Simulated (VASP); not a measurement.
# Li16H (a cell with a defect) in VASP: further runs, part 2 of 2

VASP 6.6.1. The steps go on from the part before.

### 4 Single point, PBE

INCAR reads:

```
SYSTEM = Li16H
PREC = Accurate
ENCUT = 520
EDIFF = 1E-6
ISMEAR = -1
SIGMA = 0.05
LREAL = Auto
LASPH = .True.
NELM = 60
ALGO = Normal
ISIF = 2
LWAVE = .False.
LCHARG = .False.
GGA = PE
NBANDS = 38
```

KPOINTS reads:

```
Automatic mesh
0
Gamma
  2 2 2
  0 0 0
```

POSCAR reads:

```
Li16H
1.0
    6.5700000000      0.0000000000      0.0000000000
    0.0000000000      6.5700000000      0.0000000000
    0.0000000000      0.0000000000      6.5700000000
Li H
16 1
Direct
    0.0271993912      0.0013089802     -0.0536225266
    0.4625570776     -0.0236834094      0.0379147641
   -0.1397716895      0.5947640791     -0.0417808219
   -0.0688584475      0.0627701674      0.6060426180
    0.1965905632      0.2938508371      0.3118873668
    0.4347792998      0.5960273973     -0.0689802131
    0.4018569254      0.0893911720      0.6010958904
    0.7756621005      0.1584018265      0.1701369863
   -0.1558751903      0.4263774734      0.4168949772
    0.1340334855      0.7555098935      0.2494368341
    0.0751750381      0.3700152207      0.8610197869
    0.5401217656      0.4339573820      0.5607001522
    0.6988888889      0.7853424658      0.3214307458
    0.7087366819      0.2522222222      0.7931811263
    0.1470015221      0.5960882801      0.6300000000
    0.7194824962      0.8352207002      0.7094368341
   -0.0617960426      1.3813698630      0.1765296804
```

Potentials or basis: VASP PAW PBE potentials, release 64 (Li_sv, H).

Launch:

```sh
cat potpaw_PBE.64/Li_sv/POTCAR potpaw_PBE.64/H/POTCAR > POTCAR
mpirun -np 1 vasp_std > vasp.out
```

OUTCAR:

```text
SYSTEM = Li16H
   PREC = Accurate
   ENCUT = 520
   EDIFF = 1E-6
   ISMEAR = -1
   LREAL = Auto
   LASPH = .True.
   NELM = 60
   ISIF = 2
   GGA = PE

 ion  position               nearest neighbor table
   1  0.027  0.001  0.946-   4 2.36   8 2.44  11 2.51
   2  0.463  0.976  0.038-   8 2.53   6 2.60
   3  0.860  0.595  0.958-  11 2.14  16 2.45
   4  0.931  0.063  0.606-  16 2.15  14 2.28   1 2.36
   5  0.197  0.294  0.312-   9 2.57
   6  0.435  0.596  0.931-   2 2.60
   7  0.402  0.089  0.601-  12 2.45
   8  0.776  0.158  0.170-   9 2.44   1 2.44   2 2.53  14 2.59
   9  0.844  0.426  0.417-  17 1.72  12 2.21   8 2.44   5 2.57
  10  0.134  0.756  0.249-
  11  0.075  0.370  0.861-   3 2.14  15 2.18   1 2.51  14 2.57
  12  0.540  0.434  0.561-   9 2.21  14 2.23   7 2.45
  13  0.699  0.785  0.321-  16 2.57
  14  0.709  0.252  0.793-  12 2.23   4 2.28  11 2.57   8 2.59
  15  0.147  0.596  0.630-  11 2.18
  16  0.719  0.835  0.709-   4 2.15   3 2.45  13 2.57
  17  0.938  0.381  0.177-   9 1.72

  LATTYP: Found a simple cubic cell.
 ALAT       =     6.5700000000

  Lattice vectors:

 A1 = (   6.5700000000,   0.0000000000,   0.0000000000)
 A2 = (   0.0000000000,   6.5700000000,   0.0000000000)
 A3 = (   0.0000000000,   0.0000000000,   6.5700000000)

Analysis of symmetry for initial positions (statically):
=====================================================================
 Subroutine PRICEL returns:
 Original cell was already a primitive cell.

 Routine SETGRP: Setting up the symmetry group for a
 simple cubic supercell.

 Subroutine GETGRP returns: Found  1 space group operations
 (whereof  1 operations were pure point group operations)
 out of a pool of 48 trial point group operations.

The static configuration has the point symmetry C_1 .

Analysis of symmetry for dynamics (positions and initial velocities):
[... 146 lines left out ...]
  Fermi-wavevector in a.u.,A,eV,Ry     =   0.911818  1.723086 11.312048  0.831412
  Thomas-Fermi vector in A             =   2.036142
   LORBIT       =      0    0 simple, 1 ext, 2 COOP (PROOUT), +10 PAW based schemes
   GGA     = PE    functional components
   LHFCALC =     F    Hartree Fock is set to
   AEXX    =    0.0000 exact exchange contribution
   IVDW    =     0    specifies the selected vdW correction
   LEPSILON=     F    determine dielectric tensor
   LRPA    =     F    only Hartree local field effects (RPA)
 non-spin polarized calculation
  energy-cutoff  :      520.00
  volume of cell :      283.59
 maximum number of plane-waves:      7689
 NGX is ok and might be reduce to    50
   NGX = 25   NGY = 25   NGZ = 25

 number of electron      48.9999985 magnetization

 Free energy of the ion-electron system (eV)
  ---------------------------------------------------
  ext. energy  EPLUGINS =         0.00000000
  ---------------------------------------------------
  free energy    TOTEN  =       -30.47638934 eV

  energy without entropy =      -30.42681939  energy(sigma->0) =      -30.45160436

 E-fermi :   0.9818     XC(G=0):  -7.3846

 val. band max:        0.9445257474   @ k =   0.5000   0.0000   0.0000
 cond. band min:       1.0244798014   @ k =   0.5000   0.5000   0.0000
 fundamental gap:      0.0799540540
 Fermi energy:         0.9817687289

 k-point     1 :       0.0000    0.0000    0.0000
  band No.  band energies     occupation
      1     -45.7329      2.00000
      2     -45.6980      2.00000
      3     -45.6481      2.00000
      4     -45.5969      2.00000
      5     -45.5615      2.00000
      6     -45.5434      2.00000
[... 301 lines left out ...]
     35       4.1663      0.00000
     36       4.4273      0.00000
 [bands above 36 left out]

------------------------ aborting loop because EDIFF is reached ----------------------------------------

  FORCE on cell =-STRESS in cart. coord.  units (eV):
  Direction    XX          YY          ZZ          XY          YZ          ZX
  --------------------------------------------------------------------------------------
  -------------------------------------------------------------------------------------
  Total        7.4282852      6.9028028      5.6423858      0.3851261     -1.6419595      0.4913112
  in kB       41.9665285     38.9977851     31.8769858      2.1757921     -9.2763457      2.7756913
  external PRESSURE =      37.6137665 kB  Pullay stress =       0.0000000 kB

 VOLUME and BASIS-vectors are now :
 -----------------------------------------------------------------------------
  energy-cutoff  :      520.00
  volume of cell :      283.59
      direct lattice vectors                 reciprocal lattice vectors
     6.570000000  0.000000000  0.000000000     0.152207002  0.000000000  0.000000000
     0.000000000  6.570000000  0.000000000     0.000000000  0.152207002  0.000000000
     0.000000000  0.000000000  6.570000000     0.000000000  0.000000000  0.152207002

 POSITION                                       TOTAL-FORCE (eV/Angst)
 -----------------------------------------------------------------------------------
      0.17870      0.00860      6.21770         0.569623     -0.689319      0.386093
      3.03900      6.41440      0.24910        -0.339844      0.305662     -0.122575
      5.65170      3.90760      6.29550        -0.411179      0.387673      0.826124
      6.11760      0.41240      3.98170         0.920943      0.203424     -1.390500
      1.29160      1.93060      2.04910         0.059111     -0.051990     -0.562656
      2.85650      3.91590      6.11680        -0.071619     -0.333726      0.361145
[... 9 lines left out ...]
      4.72700      5.48740      4.66100        -0.540682     -0.718918      0.223439
      6.16400      2.50560      1.15980         0.391876      0.082085     -0.627499
 -----------------------------------------------------------------------------------
    total drift:                               -0.000640      0.006088      0.005260

  FREE ENERGIE OF THE ION-ELECTRON SYSTEM (eV)
  ---------------------------------------------------
  free  energy   TOTEN  =       -30.4763893406 eV

  energy  without entropy=      -30.4268193874  energy(sigma->0) =      -30.45160436
```

stdout:

```text
POSCAR found type information on POSCAR LiH
 POSCAR found :  2 types and      17 ions
 scaLAPACK will be used
 LDA part: xc-table for (Slater+PW92), standard interpolation
 POSCAR, INCAR and KPOINTS ok, starting setup
 FFT: planning ... GRIDC
 FFT: planning ... GRID_SOFT
 FFT: planning ... GRID
 WAVECAR not read
 entering main loop
```

Wall time 44 s (1 thread of Intel Xeon 6975P-C (Granite Rapids), shared host); peak memory 0.34 GiB.

What came out:

```yaml
Free_energy: -30.4764 eV
Largest_force: 1.680 eV/Å
Band_gap_on_the_k_mesh: zero (an odd number of electrons rules out a gap without spin polarisation)
```

Forces on the atoms (eV/Å):
```
Li   0.570 -0.689  0.386
Li  -0.340  0.306 -0.123
Li  -0.411  0.388  0.826
Li   0.921  0.203 -1.391
Li   0.059 -0.052 -0.563
Li  -0.072 -0.334  0.361
Li  -0.507 -0.644 -0.082
Li  -0.097  0.138  0.374
Li   0.466  0.200  0.202
Li   0.129  0.054  0.130
Li   0.824 -0.880  0.505
Li  -0.857  0.737 -0.340
Li  -0.255  0.102 -0.093
Li  -0.359  0.126  0.601
Li   0.079  0.982 -0.392
Li  -0.541 -0.719  0.223
H    0.392  0.082 -0.627
```

Levels at points of the mesh, in eV from the Fermi level:
| k point | band 20 | band 21 | band 22 | band 23 | band 24 | band 25 | band 26 | band 27 | band 28 | band 29 |
| --- | --- | --- | --- | --- | --- | --- | --- | --- | --- | --- |
| (0.00, 0.00, 0.00) | -1.27 | -1.16 | -1.10 | -0.99 | 0.10 | 0.30 | 0.31 | 0.64 | 0.71 | 1.35 |
| (0.50, 0.00, 0.00) | -0.99 | -0.86 | -0.75 | -0.54 | -0.41 | -0.26 | -0.04 | 0.64 | 1.41 | 1.54 |
| (0.00, 0.50, 0.00) | -0.89 | -0.73 | -0.68 | -0.51 | -0.45 | -0.30 | -0.27 | 0.72 | 1.19 | 1.61 |
| (0.00, 0.00, 0.50) | -0.90 | -0.81 | -0.79 | -0.54 | -0.48 | -0.29 | -0.23 | 0.94 | 1.16 | 1.60 |
| (0.50, 0.50, 0.00) | -2.20 | -1.73 | -0.60 | -0.11 | 0.04 | 0.27 | 0.33 | 0.58 | 0.70 | 1.32 |
| (0.00, 0.50, 0.50) | -2.28 | -1.03 | -0.52 | -0.35 | -0.12 | 0.06 | 0.35 | 0.56 | 0.74 | 1.47 |
| (0.50, 0.00, 0.50) | -2.16 | -1.38 | -0.61 | -0.40 | -0.05 | 0.10 | 0.45 | 0.55 | 0.83 | 1.58 |
| (0.50, 0.50, 0.50) | -1.82 | -1.75 | -1.65 | -1.49 | -1.43 | 0.82 | 1.71 | 1.88 | 2.19 | 2.32 |

Caveat: the k points lie up to 0.48 Å⁻¹ apart, too coarse for converged energies and pressures of a metal; the cutoff is under 1.25 times the usual one of these potentials, so pressure, stress and relaxed cells hold a basis-set (Pulay) error; the atoms stand as in a frame of molecular dynamics.

### 5 Molecular dynamics, PBE

INCAR reads:

```
ALGO = Normal
ANDERSEN_PROB = 0.0
EDIFF = 1E-5
ENCUT = 520
GGA = PE
IBRION = 0
ISIF = 2
ISMEAR = -1
ISYM = 0
LASPH = T
LCHARG = T
LREAL = Auto
LWAVE = F
MDALGO = 1
NELM = 80
NELMIN = 4
NSW = 40
POTIM = 0.5
PREC = Accurate
RANDOM_SEED = 33191 0 0
SIGMA = 0.05
TEBEG = 1680.0
TEEND = 1680.0
```

KPOINTS reads:

```
k-points
0
Gamma
  2 2 2
```

POSCAR reads:

```
Li16H
1.0
    6.5700000000      0.0000000000      0.0000000000
    0.0000000000      6.5700000000      0.0000000000
    0.0000000000      0.0000000000      6.5700000000
Li H
16 1
Direct
   -0.1455859400     -0.0381639000     -0.0486179100
    0.4837789800     -0.0379303800      0.0456321000
   -0.0021271000      0.5163316100     -0.0211123300
   -0.1141492000      0.0833663600      0.5476164300
    0.0932774300      0.1857463300      0.2558602200
    0.3673582000      0.4989657400     -0.0267768000
    0.4724885900      0.0378728500      0.5579917700
    0.7290728700      0.3193425300      0.2249722900
    0.0180687000      0.4921529600      0.5328061100
    0.2110975700      0.8164714700      0.2878144100
    0.1605395300      0.2281491400      0.7532391000
    0.4262727900      0.5641439900      0.4415133400
    0.7395510800      0.7358873800      0.2912449100
    0.6758586900      0.3023424700      0.7830693600
    0.1609464600      0.8384412700      0.7621565800
    0.6478747200      0.7258910600      0.7438241300
    0.1671382000      1.0957477700     -0.0055521100
```

Potentials or basis: VASP PAW PBE potentials, release 64 (Li_sv, H).

Launch:

```sh
cat potpaw_PBE.64/Li_sv/POTCAR potpaw_PBE.64/H/POTCAR > POTCAR
mpirun -np 1 vasp_std > vasp.out
```

OUTCAR:

```text
EDIFF = 1E-5
   ENCUT = 520
   GGA = PE
   IBRION = 0
   ISIF = 2
   ISMEAR = -1
   ISYM = 0
   LASPH = T
   LREAL = Auto
   NELM = 80
   NELMIN = 4
   NSW = 40
   POTIM = 0.5
   PREC = Accurate
   TEBEG = 1680.0

 ion  position               nearest neighbor table
   1  0.854  0.962  0.951-  16 2.47  15 2.50   2 2.51
   2  0.484  0.962  0.046-   1 2.51  10 2.58
   3  0.998  0.516  0.979-   6 2.43
   4  0.886  0.083  0.548-   5 2.45  11 2.45  14 2.52
   5  0.093  0.186  0.256-   4 2.45  10 2.56   8 2.56
   6  0.367  0.499  0.973-   3 2.43
   7  0.472  0.038  0.558-
   8  0.729  0.319  0.225-   5 2.56
   9  0.018  0.492  0.533-  11 2.45
  10  0.211  0.816  0.288-  12 2.40   5 2.56   2 2.58
  11  0.161  0.228  0.753-   9 2.45   4 2.45  15 2.56
  12  0.426  0.564  0.442-  10 2.40  13 2.55
  13  0.740  0.736  0.291-  12 2.55
  14  0.676  0.302  0.783-   4 2.52
  15  0.161  0.838  0.762-   1 2.50  11 2.56
  16  0.648  0.726  0.744-   1 2.47
[... 345 lines left out ...]

 number of electron      48.9999963 magnetization

------------------------ aborting loop because EDIFF is reached ----------------------------------------
[... 117 lines left out ...]
--------------------------------------- Ionic step       40  -------------------------------------------

 number of electron      48.9999951 magnetization

 Free energy of the ion-electron system (eV)
  ---------------------------------------------------
  ext. energy  EPLUGINS =         0.00000000
  ---------------------------------------------------
  free energy    TOTEN  =       -30.98761158 eV

  energy without entropy =      -30.92950347  energy(sigma->0) =      -30.95855752

 E-fermi :   0.9476     XC(G=0):  -7.4059

 val. band max:        0.9273282252   @ k =   0.0000   0.0000   0.0000
 cond. band min:       0.9835288603   @ k =   0.5000   0.0000   0.5000
 fundamental gap:      0.0562006350
 Fermi energy:         0.9475899596

 k-point     1 :       0.0000    0.0000    0.0000
  band No.  band energies     occupation
      1     -45.7001      2.00000
      2     -45.6688      2.00000
      3     -45.6447      2.00000
      4     -45.5357      2.00000
      5     -45.5253      2.00000
      6     -45.5161      2.00000
[... 327 lines left out ...]
  ENERGY OF THE ELECTRON-ION-THERMOSTAT SYSTEM (eV)
  ---------------------------------------------------
% ion-electron   TOTEN  =       -30.987612  see above
  kinetic energy EKIN   =         2.443987
  kin. lattice  EKIN_LAT=         0.000000  (temperature 1181.71 K)
  nose potential ES     =         0.000000
  nose kinetic   EPS    =         0.000000
  ---------------------------------------------------
  total energy   ETOTAL =       -28.543624 eV
```

Wall time 9.6 min (1 thread of Intel Xeon 6975P-C (Granite Rapids), shared host); peak memory 0.43 GiB.

Caveat: the k points lie up to 0.48 Å⁻¹ apart; the cutoff is under 1.25 times the usual one of these potentials, so pressure, stress and relaxed cells hold a basis-set (Pulay) error.

### 6 Overview

| task | cell | gap on the mesh (eV) | largest force (eV/Å) |
| --- | --- | --- | --- |
| single point | as given, atomic positions A | none | 1.66 |
| single point | as given, atomic positions B | none | 1.65 |
| single point | as given, atomic positions C | none | 1.68 |
| molecular dynamics | as given, atomic positions D | - | - |

Alike in all rows: level PBE; potentials or basis VASP PAW PBE potentials, release 64 (Li_sv, H); no spin polarisation; k mesh 2 × 2 × 2; cutoff (eV) 520; smearing fermi-dirac 0.05 eV.

Caveats: all runs use coarse meshes; the cutoff is under 1.25 times the usual one of these potentials, so pressure, stress and relaxed cells hold a basis-set (Pulay) error; the atoms stand as in a frame of molecular dynamics (at least some runs).

Absolute energies hang on the potentials; compare differences alone.

The gap in the log of VASP goes by the Fermi energy; the results here count the filled bands.